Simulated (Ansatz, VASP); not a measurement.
# WS2 in VASP and in Ansatz

```
W S
1.0
     3.15421    0.00000    0.00000
    -1.57710    2.73162    0.00000
     0.00000    0.00000   12.13990
W S
2 4
Direct
  0.33333 0.66667 0.25000
  0.66667 0.33333 0.75000
  0.33333 0.66667 0.62029
  0.66667 0.33333 0.12029
  0.33333 0.66667 0.87971
  0.66667 0.33333 0.37971
```

Alike in both runs: functional PBE; dispersion D3(BJ); k mesh 12 × 12 × 4; occupations gaussian, width 0.02 eV; no spin polarisation.

Ansatz relaxed the structure, and its values are those at the end. VASP's run is a single point on that final structure, the one shown.

|  | VASP | Ansatz |
| --- | --- | --- |
| version | VASP 6.6.1 | Ansatz 0.2.0 |
| potentials or method | VASP PAW PBE potentials, release 64 (W_sv, S), cutoff 520 eV | scalar-relativistic, plane waves, PAW |
| valence electrons in the cell | 52 | 52 |

```csv
,VASP,Ansatz,Ansatz less VASP
gap on the k mesh at the Fermi level (eV),0.91,0.89,-0.017
least direct gap on the mesh (eV),1.83,1.83,-0.003
pressure (GPa),0.0,0.0,+0.03
```

Spin-orbit coupling is off throughout.
